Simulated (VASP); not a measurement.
A run of VASP 6.6.1 is set up as follows.

File INCAR:

```
PREC = Accurate
ENCUT = 520
EDIFF = 1E-6
ISMEAR = 0
SIGMA = 0.05
LREAL = F
LASPH = T
NELM = 80
ALGO = Normal
ISIF = 2
LWAVE = F
LCHARG = F
GGA = CA
NBANDS = 20
```

Contents of KPOINTS:

```
Automatic mesh
0
Gamma
  12 12 2
```

The input POSCAR:

```
WSe2
1.0
    3.3964819134      0.0533018957      0.0071200264
   -1.6520801610      2.9895333832      0.0178962201
    0.0357470296      0.1243887799     17.3797999597
W Se
1 2
Direct
   -0.1698304009     -0.0880930304     -0.0119251176
    0.2896204515      0.6036503177      0.1078949301
    0.5468766160      0.8177760460      0.9040301875
```

Potentials or basis: VASP PAW LDA potentials, release 64 (W_sv, Se).

Command:

```sh
$ cat potpaw_LDA.64/W_sv/POTCAR potpaw_LDA.64/Se/POTCAR > POTCAR
$ mpirun -np 1 vasp_std > vasp.out
```

What does it give for the largest force?

47.373 eV/Å.

Predict the band gap on the k mesh.

zero (bands 13 and 14 overlap by 0.13 eV).

Forces on the atoms (eV/Å):
```
W    21.426   7.990  41.488
Se   -0.126   0.177  -2.589
Se  -21.300  -8.167 -38.899
```

Caveat: the cell differs from its parent crystal (atoms moved at random and the cell strained at random); atoms lie so close that the PAW spheres overlap strongly, which falsifies energies and pressures; there is no dipole correction, which matters where the two faces differ; spin-orbit coupling is left out, which moves the levels of the heavy elements.
